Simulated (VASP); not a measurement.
A run of VASP 6.6.1 is set up as follows.

Contents of INCAR:

```
ALGO = Normal
EDIFF = 1E-6
ENCUT = 520
GGA = PE
ISIF = 2
ISMEAR = -1
ISPIN = 2
LASPH = True
LCHARG = False
LMAXMIX = 4
LORBIT = 11
LREAL = False
LWAVE = False
MAGMOM = 1
NBANDS = 17
NELM = 150
PREC = Accurate
SIGMA = 0.05
```

Contents of KPOINTS:

```
k-points
0
Gamma
  14 14 14
```

Contents of POSCAR:

```
Ru
1.0
    2.5109503120      0.0000000000      0.0000000000
    0.0000000000      2.5109503120      0.0000000000
    0.0000000000      0.0000000000      2.5109503120
Ru
1
Direct
    0.0000000000      0.0000000000      0.0000000000
```

Potentials or basis: VASP PAW PBE potentials, release 64 (Ru_pv).

Command:

```bash
$ cat potpaw_PBE.64/Ru_pv/POTCAR > POTCAR
$ mpirun -np 1 vasp_std > vasp.out
```

Problem. Predict the net moment.

Solution. 0.00 μB per cell.

Problem. Predict the band gap on the k mesh.

Solution. Zero (filled and empty bands overlap).

Problem. Predict the pressure.

Solution. 0.2 GPa.
